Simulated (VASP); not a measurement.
Here is a VASP 6.6.1 calculation.

File INCAR:

```
SYSTEM = H
ALGO = Normal ; EDIFF = 1E-6
ENCUT = 520 ; GGA = PE
ISIF = 2 ; ISMEAR = 0
LASPH = .True. ; LCHARG = .True.
LELF = .True. ; LREAL = .False.
LVHAR = .True. ; LWAVE = .False.
NBANDS = 10 ; NELM = 100
PREC = Accurate ; SIGMA = 0.02
```

Contents of KPOINTS:

```
k-points
0
Gamma
  8 8 4
  0 0 0
```

File POSCAR:

```
H
1.0
    1.6485318600     -2.7316882300      0.0000000000
    1.6485318600      2.7316882300      0.0000000000
    0.0000000000      0.0000000000      6.3137686200
H
4
Direct
    0.5686197497      0.4313802503      0.9994225401
    0.4313802503      0.5686197497      0.0005774599
    0.4313802503      0.5686197497      0.4994225401
    0.5686197497      0.4313802503      0.5005774599
```

Potentials or basis: VASP PAW PBE potentials, release 64 (H).

The run is started by

```console
$ cat potpaw_PBE.64/H/POTCAR > POTCAR
$ mpirun -np 1 vasp_std > vasp.out
```

Question: Estimate the band gap on the k mesh.

Answer: 8.21 eV.

Question: What does it give for the largest force?

Answer: 0.010 eV/Å.

Forces in eV/Å, atoms in the order of the input:
```
H    0.000  0.010  0.000
H    0.000 -0.010  0.000
H    0.000 -0.010  0.000
H    0.000  0.010  0.000
```

A k mesh can miss the band edges. A hybrid or GW would open this gap; PBE tends to underestimate it.
